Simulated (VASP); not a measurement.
## KSbIr2O6: single point with r2SCAN

KSbIr2O6:

```
K Sb O Ir
1.0
     0.00000    3.91678    3.91678
     3.91678    0.00000    3.91678
     3.91678    3.91678    0.00000
K Sb O Ir
1 1 6 2
Direct
  0.50000 0.50000 0.50000
  0.00000 0.00000 0.00000
  0.76500 0.23500 0.23500
  0.23500 0.76500 0.23500
  0.23500 0.76500 0.76500
  0.76500 0.23500 0.76500
  0.23500 0.23500 0.76500
  0.76500 0.76500 0.23500
  0.25000 0.25000 0.25000
  0.75000 0.75000 0.75000
```

```json
{
  "Program": "VASP 6.6.1",
  "Task": "single point",
  "Functional": "r2SCAN",
  "Potentials or basis": "VASP PAW PBE potentials, release 64 (K_sv, Sb, O, Ir)",
  "Cutoff": "520 eV",
  "k mesh": "8 × 8 × 8",
  "Occupations": "gaussian, width 0.0369 eV",
  "Spin": "no spin polarisation"
}
```

- Pressure: 31.3 GPa
- Largest force: 0.911 eV/Å
- Band gap on the k mesh: zero (bands 34 and 35 overlap by 1.04 eV)

Forces on the atoms (eV/Å):
```
K    0.000  0.000  0.000
Sb   0.000  0.000  0.000
O    0.911  0.000  0.000
O    0.000  0.911  0.000
O   -0.911  0.000  0.000
O    0.000 -0.911  0.000
O    0.000  0.000  0.911
O    0.000  0.000 -0.911
Ir   0.000  0.000  0.000
Ir   0.000  0.000  0.000
```

Levels at points of the mesh, in eV from the Fermi level:
```csv
k point,band 30,band 31,band 32,band 33,band 34,band 35,band 36,band 37,band 38,band 39
"(0.00, 0.00, 0.00)",-0.95,-0.78,-0.78,-0.78,-0.77,-0.77,-0.77,-0.66,-0.66,0.54
"(0.50, 0.00, 0.00)",-0.80,-0.65,-0.61,-0.05,-0.05,0.39,0.39,0.56,0.56,3.46
"(0.50, 0.50, 0.00)",-0.75,-0.63,-0.54,0.27,0.27,0.53,0.53,0.61,0.61,4.09
```

Wall time 13 min on 1 thread of AMD EPYC 7R13 Processor (Zen 3), on a shared host, peak memory 0.35 GiB.

Caveat: the cell stands under pressure; the PAW data sets were made with another functional, which shifts forces and pressure a little; spin-orbit coupling is left out, which moves the levels of the heavy elements.
